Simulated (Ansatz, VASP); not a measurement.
# One calculation of H4CO, two programs

File INCAR:

```
SYSTEM = H4CO
PREC = Accurate
ENCUT = 520
EDIFF = 1E-6
ISMEAR = 0
SIGMA = 0.1
LREAL = .FALSE.
LASPH = .TRUE.
NELM = 80
ALGO = Normal
ISIF = 2
LWAVE = .FALSE.
LCHARG = .FALSE.
LDIPOL = .TRUE.
IDIPOL = 3
DIPOL = 0.5 0.5 0.659
GGA = PE
IVDW = 12
NBANDS = 16
```

Contents of KPOINTS:

```
regular mesh
0
G
  4 4 1
  0 0 0
```

File POSCAR:

```
H4CO
1.0
    5.3951895498      0.0000000000      0.0000000000
   -2.6975947749      4.6723712083      0.0000000000
    0.0000000000      0.0000000000     26.2171269960
C O H
1 1 4
Direct
    0.2321260251      0.1708585238      0.6663955295
    0.1136511877      0.3119809159      0.6368143035
    0.1606960017      0.1509600337      0.7062610764
    0.4653515944      0.3059178022      0.6640428054
    0.1703045445     -0.0415883885      0.6505001960
   -0.0929396974      0.1791733877      0.6315660393
```

Input for Ansatz:

```yaml
crystal:
  lattice:
    - [5.3951895498, 0.0, 0.0]
    - [-2.6975947749, 4.6723712083, 0.0]
    - [0.0, 0.0, 26.217126996]
  atoms:
    - { symbol: C, position: [0.2321260251, 0.1708585238, 0.6663955295] }
    - { symbol: O, position: [0.1136511877, 0.3119809159, 0.6368143035] }
    - { symbol: H, position: [0.1606960017, 0.1509600337, 0.7062610764] }
    - { symbol: H, position: [0.4653515944, 0.3059178022, 0.6640428054] }
    - { symbol: H, position: [0.1703045445, -0.0415883885, 0.650500196] }
    - { symbol: H, position: [-0.0929396974, 0.1791733877, 0.6315660393] }
basis:
  ecutwfc: 420
kpoints:
  mp_grid: { grid: [4, 4, 1] }
hamiltonian:
  xc: pbe
  dispersion: d3bj
scf:
  occupations: { method: gaussian, width: 0.1 }
output:
  forces: true
  eigenvalues: true
  write_density: true
  volumetric_format: npy
efield:
  axis: 3
  dipole_correction: true
  ramp_width: 0.04
```

Alike in both runs: task single point; functional PBE; dispersion D3(BJ); k mesh 4 × 4 × 1; occupations gaussian, width 0.1 eV; no spin polarisation.

```csv
,VASP,Ansatz
version,VASP 6.6.1,Ansatz 0.2.0
potentials or method,"VASP PAW PBE potentials, release 64 (C, O, H), cutoff 520 eV","scalar-relativistic, plane waves, PAW"
valence electrons in the cell,14,14
```

|  | VASP | Ansatz | Ansatz less VASP |
| --- | --- | --- | --- |
| gap on the k mesh at the Fermi level (eV) | 4.83 | 4.84 | +0.008 |
| rms of the force components (eV/Å) | 0.272 | 0.303 | +0.0303 |

Atom by atom the forces differ by 0.045 eV/Å (rms over components).
